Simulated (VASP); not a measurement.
# Zn5O (P6/mmm) in VASP: single point with PBE

Aim: the single point of Zn5O with PBE.

Program: VASP 6.6.1. These are calculated values, not measurements. Logs are shortened: lines on timing, memory, paths and dates and some standing lists are left out, and cuts for length are marked.

## Step 1: The cell of the first run

The structure is hexagonal, space group P6/mmm (No. 191). The conventional cell has a = 4.990 Å, b = 4.990 Å, c = 6.199 Å, α = 90.00°, β = 90.00°, γ = 120.00°. Within 2.4 Å of Zn (site symmetry 6mm) lie 1 O at 1.79 Å. Zn (site symmetry mmm) has 8 Zn at 2.49 to 2.82 Å within 3.3 Å. O (site symmetry 6/mmm) has 2 Zn at 1.79 Å within 2.4 Å.

The cell was generated, and may not be a known phase.

## Step 2: Single point, PBE, collinear spin, ferromagnetic start

Contents of INCAR:

```
PREC     = Accurate       # precision mode
ENCUT    = 520            # plane-wave cutoff, eV
EDIFF    = 1E-6           # SCF threshold, eV
ISMEAR   = 0              # smearing method
SIGMA    = 0.1            # smearing width, eV
LREAL    = False          # projectors in reciprocal space
LASPH    = True           # aspherical terms in the spheres
NELM     = 150            # most SCF steps
ALGO     = Normal         # electronic algorithm
ISIF     = 2              # what is computed and relaxed
LWAVE    = False          # write WAVECAR
LCHARG   = True           # write CHGCAR
ISPIN    = 2              # spin polarisation
MAGMOM   = 0 0 0 0 0 1    # initial moments
LORBIT   = 11             # projections on sites
GGA      = PE             # functional
LELF     = True           # ELF
LVHAR    = True         
NBANDS   = 46             # bands
```

Contents of KPOINTS:

```
Automatic mesh
0
Gamma
  6 6 4
```

Contents of POSCAR:

```
Zn5O
1.0
    4.9898416340      0.0000000000      0.0000000000
   -2.4949208170      4.3213296159      0.0000000000
    0.0000000000      0.0000000000      6.1986678100
Zn O
5 1
Direct
    0.0000000000      0.0000000000      0.7109986161
    0.5000000000      0.0000000000      0.5000000000
    0.0000000000      0.5000000000      0.5000000000
    0.5000000000      0.5000000000      0.5000000000
    0.0000000000      0.0000000000      0.2890013839
    0.0000000000      0.0000000000      0.0000000000
```

Potentials or basis: VASP PAW PBE potentials, release 64 (Zn, O).

Run with:

```sh
> cat potpaw_PBE.64/Zn/POTCAR potpaw_PBE.64/O/POTCAR > POTCAR
> mpirun -np 1 vasp_std > vasp.out
```

OUTCAR:

```text
PREC = Accurate
   ENCUT = 520
   EDIFF = 1E-6
   ISMEAR = 0
   LREAL = False
   LASPH = True
   NELM = 150
   ISIF = 2
   ISPIN = 2
   LORBIT = 11
   GGA = PE

 ion  position               nearest neighbor table
   1  0.000  0.000  0.711-   6 1.79   5 2.62   3 2.82   4 2.82   3 2.82   4 2.82   2 2.82   2 2.82

   2  0.500  0.000  0.500-   3 2.49   4 2.49   4 2.49   3 2.49   1 2.82   1 2.82   5 2.82   5 2.82

   3  0.000  0.500  0.500-   2 2.49   2 2.49   4 2.49   4 2.49   1 2.82   5 2.82   1 2.82   5 2.82

   4  0.500  0.500  0.500-   2 2.49   2 2.49   3 2.49   3 2.49   1 2.82   5 2.82   1 2.82   5 2.82

   5  0.000  0.000  0.289-   6 1.79   1 2.62   4 2.82   3 2.82   3 2.82   4 2.82   2 2.82   2 2.82

   6  0.000  0.000  0.000-   1 1.79   5 1.79

  LATTYP: Found a hexagonal cell.
 ALAT       =     4.9898416340
 C/A-ratio  =     1.2422574231

  Lattice vectors:

 A1 = (   4.9898416340,   0.0000000000,   0.0000000000)
 A2 = (  -2.4949208170,   4.3213296159,   0.0000000000)
 A3 = (   0.0000000000,   0.0000000000,   6.1986678100)

Analysis of symmetry for initial positions (statically):
=====================================================================
 Subroutine PRICEL returns:
 Original cell was already a primitive cell.

 Routine SETGRP: Setting up the symmetry group for a
 hexagonal supercell.

 Subroutine GETGRP returns: Found 24 space group operations
 (whereof 24 operations were pure point group operations)
 out of a pool of 24 trial point group operations.

The static configuration has the point symmetry D_6h.

Analysis of symmetry for dynamics (positions and initial velocities):
=====================================================================
 Subroutine PRICEL returns:
 Original cell was already a primitive cell.

 Routine SETGRP: Setting up the symmetry group for a
 hexagonal supercell.

 Subroutine GETGRP returns: Found 24 space group operations
 (whereof 24 operations were pure point group operations)
 out of a pool of 24 trial point group operations.

The dynamic configuration has the point symmetry D_6h.

Analysis of structural, dynamic, and magnetic symmetry:
=====================================================================
 Subroutine PRICEL returns:
 Original cell was already a primitive cell.

 Routine SETGRP: Setting up the symmetry group for a
 hexagonal supercell.

 Subroutine GETGRP returns: Found 24 space group operations
 (whereof 24 operations were pure point group operations)
 out of a pool of 24 trial point group operations.

The overall configuration has the point symmetry D_6h.

 Subroutine INISYM returns: Found 24 space group operations
 (whereof 24 operations are pure point group operations),
 and found     1 'primitive' translations

----------------------------------------------------------------------------------------

                                     Primitive cell

  volume of cell :     133.6603

  direct lattice vectors                    reciprocal lattice vectors
     4.989841634  0.000000000  0.000000000     0.200407162  0.115705129  0.000000000
    -2.494920817  4.321329616  0.000000000     0.000000000  0.231410258  0.000000000
     0.000000000  0.000000000  6.198667810     0.000000000  0.000000000  0.161324986

  length of vectors
     4.989841634  4.989841634  6.198667810     0.231410258  0.231410258  0.161324986

  position of ions in fractional coordinates (direct lattice)
     0.000000000  0.000000000  0.710998616
     0.500000000  0.000000000  0.500000000
     0.000000000  0.500000000  0.500000000
     0.500000000  0.500000000  0.500000000
     0.000000000  0.000000000  0.289001384
     0.000000000  0.000000000  0.000000000

  ion indices of the primitive-cell ions
   primitive index   ion index
                 1           1
                 2           2
                 3           3
                 4           4
                 5           5
                 6           6

----------------------------------------------------------------------------------------

 KPOINTS: Automatic mesh

Automatic generation of k-mesh.
 Grid dimensions read from file:
 generate k-points for:    6    6    4

 Generating k-lattice:

  Cartesian coordinates                     Fractional coordinates (reciprocal lattice)
     0.033401194  0.019284188  0.000000000     0.166666667  0.000000000  0.000000000
     0.000000000  0.038568376  0.000000000     0.000000000  0.166666667  0.000000000
     0.000000000  0.000000000  0.040331247     0.000000000  0.000000000  0.250000000

  Length of vectors
     0.038568376  0.038568376  0.040331247

  Shift w.r.t. Gamma in fractional coordinates (k-lattice)
     0.000000000  0.000000000  0.000000000

 Subroutine IBZKPT returns following result:
 ===========================================

 Found     21 irreducible k-points:

 Following reciprocal coordinates:
            Coordinates               Weight
  0.000000  0.000000  0.000000      1.000000
  0.166667  0.000000  0.000000      6.000000
  0.333333 -0.000000  0.000000      6.000000
  0.500000  0.000000  0.000000      3.000000
  0.166667  0.166667  0.000000      6.000000
  0.333333  0.166667  0.000000     12.000000
[... 13 lines left out ...]
  0.333333  0.166667  0.500000     12.000000
  0.333333  0.333333  0.500000      2.000000
   k-points           NKPTS =     21   k-points in BZ     NKDIM =     21   number of bands    NBANDS=     46
   number of dos      NEDOS =    301   number of ions     NIONS =      6
   total plane-waves  NPLWV =  76800
   dimension x,y,z NGX =    40 NGY =   40 NGZ =   48
   dimension x,y,z NGXF=    80 NGYF=   80 NGZF=   96
   ions per type =               5   1
   NGX,Y,Z   is equivalent  to a cutoff of  13.33, 13.33, 12.87 a.u.
   NGXF,Y,Z  is equivalent  to a cutoff of  26.65, 26.65, 25.75 a.u.
 SYSTEM =  unknown system
   PREC   = accura    normal or accurate (medium, high low for compatibility)
   ISTART =      0    job   : 0-new  1-cont  2-samecut
   ICHARG =      2    charge: 1-file 2-atom 10-const
   ISPIN  =      2    spin polarized calculation?
   LNONCOLLINEAR =      F non collinear calculations
   LSORBIT =      F    spin-orbit coupling
   LASPH  =      T    aspherical Exc in radial PAW
   ENCUT  =  520.0 eV  38.22 Ry    6.18 a.u.   9.28  9.28 11.53*2*pi/ulx,y,z
   NELM   =    150;   NELMIN=  2; NELMDL= -5     # of ELM steps
   EDIFF  = 0.1E-05   stopping-criterion for ELM
   LREAL  =      F    real-space projection
   EDIFFG = 0.1E-04   stopping-criterion for IOM
   NSW    =      0    number of steps for IOM
   IBRION =     -1    ionic relax: 0-MD 1-quasi-New 2-CG
   NFREE  =      0    steps in history (QN), initial steepest desc. (CG)
   ISIF   =      2    stress and relaxation
   ISYM   =      2    0-nonsym 1-usesym 2-fastsym
   POTIM  = 0.5000    time-step for ionic-motion
   TEBEG  =    0.0;   TEEND  =   0.0 temperature during run
   PSTRESS=    0.0 pullay stress
   NELECT =      66.0000    total number of electrons
   NUPDOWN=      -1.0000    fix difference up-down
   EMIN   =  10.00;   EMAX   =-10.00  energy-range for DOS
   EFERMI =   0.00;   METHOD = LEGACY
   ISMEAR =     0;   SIGMA  =   0.10  broadening in eV -4-tet -1-fermi 0-gaus
   EFERMI_NEDOS =   21; number of points for ismear=-14 and -15
   IALGO  =     38    algorithm
   IMIX   =      4    mixing-type and parameters
     AMIX     =   0.40;   BMIX     =  1.00
     AMIX_MAG =   1.60;   BMIX_MAG =  1.00
  volume/ion in A,a.u.               =      22.28       150.33
  Fermi-wavevector in a.u.,A,eV,Ry     =   1.293963  2.445236 22.780794  1.674341
  Thomas-Fermi vector in A             =   2.425576
   LORBIT       =     11    0 simple, 1 ext, 2 COOP (PROOUT), +10 PAW based schemes
   GGA     = PE    functional components
   LHFCALC =     F    Hartree Fock is set to
   AEXX    =    0.0000 exact exchange contribution
   IVDW    =     0    specifies the selected vdW correction
   LEPSILON=     F    determine dielectric tensor
   LRPA    =     F    only Hartree local field effects (RPA)
 spin polarized calculation
 Gauss-broadening in eV      SIGMA  =   0.10
  energy-cutoff  :      520.00
  volume of cell :      133.66
 maximum number of plane-waves:      3636
 NGX is ok and might be reduce to    40
   NGX = 19   NGY = 19   NGZ = 23

 number of electron      65.9999939 magnetization      -0.0001211

 number of electron      65.9999939 magnetization       0.0000091

 Free energy of the ion-electron system (eV)
  ---------------------------------------------------
  ext. energy  EPLUGINS =         0.00000000
  ---------------------------------------------------
  free energy    TOTEN  =       -10.82684629 eV

  energy without entropy =      -10.81899178  energy(sigma->0) =      -10.82291904

 E-fermi :  -0.0434     XC(G=0):  -8.5076

 val. band max:       -0.0472856496   @ k =   0.1667   0.1667   0.0000
 cond. band min:      -0.0328050702   @ k =   0.5000   0.0000   0.5000
 fundamental gap:      0.0144805794
 Fermi energy:        -0.0434089517

 spin component 1

 k-point     1 :       0.0000    0.0000    0.0000
  band No.  band energies     occupation
      1     -17.4423      1.00000
      2      -9.2667      1.00000
      3      -8.5695      1.00000
      4      -8.3682      1.00000
      5      -8.3682      1.00000
      6      -8.0947      1.00000
[... 37 lines left out ...]
     44       8.8321      0.00000
     45      10.1525      0.00000

 k-point     2 :       0.1667    0.0000    0.0000
  band No.  band energies     occupation
      1     -17.4410      1.00000
      2      -9.0904      1.00000
      3      -8.4966      1.00000
      4      -8.3452      1.00000
      5      -8.2931      1.00000
      6      -8.0610      1.00000
[... 904 lines left out ...]
 k-point    21 :       0.3333    0.3333    0.5000
  band No.  band energies     occupation
      1     -17.4238      1.00000
      2      -8.4149      1.00000
      3      -8.1406      1.00000
      4      -8.1406      1.00000
      5      -8.0984      1.00000
      6      -7.9983      1.00000
[... 37 lines left out ...]
     44       8.8447      0.00000
     45       9.5497      0.00000
 Fermi energy:        -0.0434089517

 spin component 2

 k-point     1 :       0.0000    0.0000    0.0000
  band No.  band energies     occupation
      1     -17.4423      1.00000
      2      -9.2667      1.00000
      3      -8.5695      1.00000
      4      -8.3682      1.00000
      5      -8.3682      1.00000
      6      -8.0947      1.00000
[... 37 lines left out ...]
     44       8.8321      0.00000
     45      10.1526      0.00000

 k-point     2 :       0.1667    0.0000    0.0000
  band No.  band energies     occupation
      1     -17.4410      1.00000
      2      -9.0904      1.00000
      3      -8.4966      1.00000
      4      -8.3452      1.00000
      5      -8.2931      1.00000
      6      -8.0610      1.00000
[... 904 lines left out ...]
 k-point    21 :       0.3333    0.3333    0.5000
  band No.  band energies     occupation
      1     -17.4237      1.00000
      2      -8.4149      1.00000
      3      -8.1406      1.00000
      4      -8.1406      1.00000
      5      -8.0984      1.00000
      6      -7.9983      1.00000
[... 37 lines left out ...]
     44       8.8447      0.00000
     45       9.5497      0.00000
 [bands above 45 left out]

------------------------ aborting loop because EDIFF is reached ----------------------------------------

  FORCE on cell =-STRESS in cart. coord.  units (eV):
  Direction    XX          YY          ZZ          XY          YZ          ZX
  --------------------------------------------------------------------------------------
  -------------------------------------------------------------------------------------
  Total        0.1582866      0.1582866      0.5249148      0.0000000     -0.0000000      0.0000000
  in kB        1.8973711      1.8973711      6.2921186      0.0000000     -0.0000000      0.0000000
  external PRESSURE =       3.3622869 kB  Pullay stress =       0.0000000 kB

 VOLUME and BASIS-vectors are now :
 -----------------------------------------------------------------------------
  energy-cutoff  :      520.00
  volume of cell :      133.66
      direct lattice vectors                 reciprocal lattice vectors
     4.989841634  0.000000000  0.000000000     0.200407162  0.115705129  0.000000000
    -2.494920817  4.321329616  0.000000000     0.000000000  0.231410258  0.000000000
     0.000000000  0.000000000  6.198667810     0.000000000  0.000000000  0.161324986

 POSITION                                       TOTAL-FORCE (eV/Angst)
 -----------------------------------------------------------------------------------
      0.00000      0.00000      4.40724         0.000000      0.000000     -0.144724
      2.49492      0.00000      3.09933         0.000000      0.000000     -0.000000
     -1.24746      2.16066      3.09933         0.000000      0.000000     -0.000000
      1.24746      2.16066      3.09933         0.000000      0.000000     -0.000000
      0.00000      0.00000      1.79142        -0.000000     -0.000000      0.144724
      0.00000      0.00000      0.00000         0.000000      0.000000     -0.000000
 -----------------------------------------------------------------------------------
    total drift:                               -0.000000      0.000000     -0.000000

  FREE ENERGIE OF THE ION-ELECTRON SYSTEM (eV)
  ---------------------------------------------------
  free  energy   TOTEN  =       -10.8268462921 eV

  energy  without entropy=      -10.8189917839  energy(sigma->0) =      -10.82291904

 total charge

# of ion       s       p       d       tot
------------------------------------------
    1        0.575   0.450   9.780  10.804
    2        0.636   0.444   9.709  10.789
    3        0.636   0.444   9.709  10.789
    4        0.636   0.444   9.709  10.789
    5        0.575   0.450   9.780  10.804
    6        1.561   3.404   0.000   4.965
--------------------------------------------------
tot          4.617   5.634  48.687  58.939

 magnetization (x)

# of ion       s       p       d       tot
------------------------------------------
    1        0.000  -0.000   0.000  -0.000
    2        0.000  -0.000   0.000   0.000
    3        0.000  -0.000   0.000   0.000
    4        0.000  -0.000   0.000   0.000
    5        0.000  -0.000   0.000  -0.000
    6       -0.000   0.000   0.000   0.000
--------------------------------------------------
tot          0.000   0.000   0.000   0.000
```

Wall time 4.4 min (1 thread of Intel Xeon Platinum 8259CL at 2.50GHz (Skylake/Cascade Lake), shared host); peak memory 0.42 GiB.

Results:

* Free energy: -10.8268 eV
* Pressure: 0.3 GPa
* Largest force: 0.145 eV/Å
* Band gap on the k mesh: zero (filled and empty bands overlap)
* Net moment: 0.00 μB per cell
* Valence electrons inside the program's atomic spheres: Zn 10.80, 10.79 (each value once); O 4.96

Forces on the atoms (eV/Å):
```
Zn   0.000  0.000 -0.145
Zn   0.000  0.000  0.000
Zn   0.000  0.000  0.000
Zn   0.000  0.000  0.000
Zn   0.000  0.000  0.145
O    0.000  0.000  0.000
```

Stress tensor (GPa, compression positive):
```
0.19 0.00 0.00
0.00 0.19 0.00
0.00 0.00 0.63
```

Levels at points of the mesh, in eV from the Fermi level:
Spin up:
| k point | band 31 | band 32 | band 33 | band 34 | band 35 | band 36 |
| --- | --- | --- | --- | --- | --- | --- |
| (0.00, 0.00, 0.00) | -0.96 | -0.13 | 0.16 | 0.16 | 0.72 | 1.54 |
| (0.50, 0.00, 0.00) | -2.12 | -1.58 | -0.60 | 0.14 | 1.78 | 3.45 |
| (0.00, 0.00, 0.50) | -1.65 | -0.95 | -0.62 | -0.62 | 0.99 | 1.58 |
| (0.50, 0.00, 0.50) | -1.91 | -1.74 | -1.61 | 0.01 | 0.72 | 3.89 |
Spin down:
| k point | band 30 | band 31 | band 32 | band 33 | band 34 | band 35 | band 36 | band 37 |
| --- | --- | --- | --- | --- | --- | --- | --- | --- |
| (0.00, 0.00, 0.00) | -2.20 | -0.96 | -0.13 | 0.16 | 0.16 | 0.72 | 1.54 | 1.54 |
| (0.50, 0.00, 0.00) | -2.52 | -2.12 | -1.58 | -0.60 | 0.14 | 1.78 | 3.45 | 5.25 |
| (0.00, 0.00, 0.50) | -1.65 | -1.65 | -0.95 | -0.62 | -0.62 | 0.99 | 1.58 | 1.58 |
| (0.50, 0.00, 0.50) | -2.17 | -1.91 | -1.74 | -1.61 | 0.01 | 0.72 | 3.89 | 4.67 |
